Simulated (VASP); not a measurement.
# KF (Carobbiite) (Fm-3m) in VASP: single point with PBE

Aim: the single point of KF (Carobbiite) with PBE.

All numbers are computed with VASP 6.6.1; they aren't measurements. Logs are shortened: lines on timing, memory, paths and dates and some standing lists are left out, and cuts for length are marked.

**1. The cell of the first run**

The structure is cubic, space group Fm-3m (No. 225). Conventional cell: a = 5.419 Å, b = 5.419 Å, c = 5.419 Å, α = 90.00°, β = 90.00°, γ = 90.00°. Within 3.6 Å of K (site symmetry m-3m) lie 6 F at 2.71 Å. F (site symmetry m-3m) has 6 K at 2.71 Å within 3.6 Å.

**2. Single point, PBE**

File INCAR:

```
PREC = Accurate ; ENCUT = 520
EDIFF = 1E-6 ; ISMEAR = -1
SIGMA = 0.02 ; LREAL = False
LASPH = True ; NELM = 60
ALGO = Normal ; ISIF = 2
LWAVE = False ; LCHARG = False
GGA = PE ; NBANDS = 15
```

File KPOINTS:

```
regular mesh
0
Gamma
  9 9 9
```

File POSCAR:

```
KF
1.0
    0.0000000000      2.7093518808      2.7093518808
    2.7093518808      0.0000000000      2.7093518808
    2.7093518808      2.7093518808      0.0000000000
K F
1 1
Direct
    0.0000000000      0.0000000000      0.0000000000
    0.5000000000      0.5000000000      0.5000000000
```

Potentials or basis: VASP PAW PBE potentials, release 64 (K_sv, F).

Command:

```sh
$ cat potpaw_PBE.64/K_sv/POTCAR potpaw_PBE.64/F/POTCAR > POTCAR
$ mpirun -np 1 vasp_std > vasp.out
```

OUTCAR:

```text
PREC = Accurate
   ENCUT = 520
   EDIFF = 1E-6
   ISMEAR = -1
   LREAL = False
   LASPH = True
   NELM = 60
   ISIF = 2
   GGA = PE

 ion  position               nearest neighbor table
   1  0.000  0.000  0.000-   2 2.71   2 2.71   2 2.71   2 2.71   2 2.71   2 2.71
   2  0.500  0.500  0.500-   1 2.71   1 2.71   1 2.71   1 2.71   1 2.71   1 2.71

  LATTYP: Found a face centered cubic cell.
 ALAT       =     5.4187037616

  Lattice vectors:

 A1 = (   0.0000000000,   2.7093518808,   2.7093518808)
 A2 = (   2.7093518808,   0.0000000000,   2.7093518808)
 A3 = (   2.7093518808,   2.7093518808,   0.0000000000)

Analysis of symmetry for initial positions (statically):
=====================================================================
 Subroutine PRICEL returns:
 Original cell was already a primitive cell.

 Routine SETGRP: Setting up the symmetry group for a
 face centered cubic supercell.

 Subroutine GETGRP returns: Found 48 space group operations
 (whereof 48 operations were pure point group operations)
 out of a pool of 48 trial point group operations.

The static configuration has the point symmetry O_h .

Analysis of symmetry for dynamics (positions and initial velocities):
=====================================================================
 Subroutine PRICEL returns:
 Original cell was already a primitive cell.

 Routine SETGRP: Setting up the symmetry group for a
 face centered cubic supercell.

 Subroutine GETGRP returns: Found 48 space group operations
 (whereof 48 operations were pure point group operations)
 out of a pool of 48 trial point group operations.

The dynamic configuration has the point symmetry O_h .

 Subroutine INISYM returns: Found 48 space group operations
 (whereof 48 operations are pure point group operations),
 and found     1 'primitive' translations

----------------------------------------------------------------------------------------

                                     Primitive cell

  volume of cell :      39.7765

  direct lattice vectors                    reciprocal lattice vectors
     0.000000000  2.709351881  2.709351881    -0.184545981  0.184545981  0.184545981
     2.709351881  0.000000000  2.709351881     0.184545981 -0.184545981  0.184545981
     2.709351881  2.709351881  0.000000000     0.184545981  0.184545981 -0.184545981

  length of vectors
     3.831602175  3.831602175  3.831602175     0.319643015  0.319643015  0.319643015

  position of ions in fractional coordinates (direct lattice)
     0.000000000  0.000000000  0.000000000
     0.500000000  0.500000000  0.500000000

[... 81 lines left out ...]
   NFREE  =      0    steps in history (QN), initial steepest desc. (CG)
   ISIF   =      2    stress and relaxation
   ISYM   =      2    0-nonsym 1-usesym 2-fastsym
   POTIM  = 0.5000    time-step for ionic-motion
   TEBEG  =    0.0;   TEEND  =   0.0 temperature during run
   PSTRESS=    0.0 pullay stress
   NELECT =      16.0000    total number of electrons
   NUPDOWN=      -1.0000    fix difference up-down
   EMIN   =  10.00;   EMAX   =-10.00  energy-range for DOS
   EFERMI =   0.00;   METHOD = LEGACY
   ISMEAR =    -1;   SIGMA  =   0.02  broadening in eV -4-tet -1-fermi 0-gaus
   EFERMI_NEDOS =   21; number of points for ismear=-14 and -15
   IALGO  =     38    algorithm
   IMIX   =      4    mixing-type and parameters
     AMIX     =   0.40;   BMIX     =  1.00
     AMIX_MAG =   1.60;   BMIX_MAG =  1.00
  volume/ion in A,a.u.               =      19.89       134.21
  Fermi-wavevector in a.u.,A,eV,Ry     =   1.208480  2.283696 19.870269  1.460424
  Thomas-Fermi vector in A             =   2.344086
   LORBIT       =      0    0 simple, 1 ext, 2 COOP (PROOUT), +10 PAW based schemes
   GGA     = PE    functional components
   LHFCALC =     F    Hartree Fock is set to
   AEXX    =    0.0000 exact exchange contribution
   IVDW    =     0    specifies the selected vdW correction
   LEPSILON=     F    determine dielectric tensor
   LRPA    =     F    only Hartree local field effects (RPA)
 non-spin polarized calculation
  energy-cutoff  :      520.00
  volume of cell :       39.78
 maximum number of plane-waves:      1083
   NGX = 15   NGY = 15   NGZ = 15

 number of electron      15.9999983 magnetization

 Free energy of the ion-electron system (eV)
  ---------------------------------------------------
  ext. energy  EPLUGINS =         0.00000000
  ---------------------------------------------------
  free energy    TOTEN  =        -8.29922422 eV

  energy without entropy =       -8.29922422  energy(sigma->0) =       -8.29922422

 E-fermi :  -2.4526     XC(G=0):  -8.2160

 val. band max:       -2.9119450725   @ k =   0.0000   0.0000   0.0000
 cond. band min:       3.0397441002   @ k =   0.0000   0.0000   0.0000
 fundamental gap:      5.9516891727
 Fermi energy:        -2.4525935348

 k-point     1 :       0.0000    0.0000    0.0000
  band No.  band energies     occupation
      1     -29.1684      2.00000
      2     -21.5463      2.00000
      3     -12.4472      2.00000
      4     -12.4472      2.00000
      5     -12.4472      2.00000
      6      -2.9120      2.00000
      7      -2.9119      2.00000
      8      -2.9119      2.00000
      9       3.0397      0.00000
     10       7.6489      0.00000
     11       7.6489      0.00000
     12       7.6489      0.00000
     13       9.2658      0.00000
     14       9.2658      0.00000
[... 401 lines left out ...]
      2     -21.5565      2.00000
      3     -12.9080      2.00000
      4     -12.6260      2.00000
      5     -12.6260      2.00000
      6      -3.1729      2.00000
      7      -2.9768      2.00000
      8      -2.9768      2.00000
      9       5.2983      0.00000
     10       6.9343      0.00000
     11       8.6763      0.00000
     12      10.4319      0.00000
     13      10.8772      0.00000
     14      10.8772      0.00000
     15      12.7529      0.00000

 [... further k-points ...]
[... 5 lines left out ...]
  --------------------------------------------------------------------------------------
  -------------------------------------------------------------------------------------
  Total        0.0112292      0.0112292      0.0112292      0.0000000      0.0000000     -0.0000000
  in kB        0.4523071      0.4523071      0.4523071      0.0000000      0.0000000     -0.0000000
  external PRESSURE =       0.4523071 kB  Pullay stress =       0.0000000 kB

 VOLUME and BASIS-vectors are now :
 -----------------------------------------------------------------------------
  energy-cutoff  :      520.00
  volume of cell :       39.78
      direct lattice vectors                 reciprocal lattice vectors
     0.000000000  2.709351881  2.709351881    -0.184545981  0.184545981  0.184545981
     2.709351881  0.000000000  2.709351881     0.184545981 -0.184545981  0.184545981
     2.709351881  2.709351881  0.000000000     0.184545981  0.184545981 -0.184545981

 POSITION                                       TOTAL-FORCE (eV/Angst)
 -----------------------------------------------------------------------------------
      0.00000      0.00000      0.00000        -0.000000     -0.000000     -0.000000
      2.70935      2.70935      2.70935         0.000000      0.000000      0.000000
 -----------------------------------------------------------------------------------
    total drift:                                0.000000      0.000000      0.000000

  FREE ENERGIE OF THE ION-ELECTRON SYSTEM (eV)
  ---------------------------------------------------
  free  energy   TOTEN  =        -8.2992242205 eV

  energy  without entropy=       -8.2992242205  energy(sigma->0) =       -8.29922422
```

OSZICAR:

```text
N       E                     dE             d eps       ncg     rms          rms(c)
DAV:   1     0.108985775397E+03    0.10899E+03   -0.81241E+03  1058   0.102E+03
DAV:   2    -0.507143109409E+01   -0.11406E+03   -0.10447E+03  1373   0.279E+02
DAV:   3    -0.945003741350E+01   -0.43786E+01   -0.43540E+01  1372   0.491E+01
DAV:   4    -0.957394352641E+01   -0.12391E+00   -0.12390E+00  1406   0.779E+00
DAV:   5    -0.957595764488E+01   -0.20141E-02   -0.20141E-02  1435   0.844E-01    0.627E+00
DAV:   6    -0.833285890147E+01    0.12431E+01   -0.35801E+00  1134   0.144E+01    0.380E+00
DAV:   7    -0.830206227733E+01    0.30797E-01   -0.66252E-02  1246   0.222E+00    0.212E+00
DAV:   8    -0.829685728333E+01    0.52050E-02   -0.53457E-02  1169   0.225E+00    0.198E-01
DAV:   9    -0.829848955387E+01   -0.16323E-02   -0.38337E-03  1344   0.513E-01    0.122E-01
DAV:  10    -0.829908906126E+01   -0.59951E-03   -0.47758E-04  1127   0.185E-01    0.643E-02
DAV:  11    -0.829922470428E+01   -0.13564E-03   -0.13282E-04  1113   0.948E-02    0.189E-02
DAV:  12    -0.829922414695E+01    0.55733E-06   -0.12380E-05  1289   0.340E-02    0.433E-03
DAV:  13    -0.829922422052E+01   -0.73577E-07   -0.21815E-06  1162   0.130E-02
   1 F= -.82992242E+01 E0= -.82992242E+01  d E =-.295900E-11
```

Wall time 42 s (1 thread of Intel Xeon 8259CL, shared host); peak memory 0.17 GiB.

What came out:

* Free energy: -8.2992 eV
* Pressure: 0.0 GPa
* Band gap on the k mesh: 5.95 eV, direct

Levels at points of the mesh, in eV from the valence-band top:
```tsv
k point	band 4	band 5	band 6	band 7	band 8	band 9	band 10	band 11	band 12	band 13
(0.00, 0.00, 0.00)	-9.54	-9.54	0.00	0.00	0.00	5.95	10.56	10.56	10.56	12.18
```

A k mesh can miss the band edges. A hybrid or GW would open this gap; PBE tends to underestimate it.
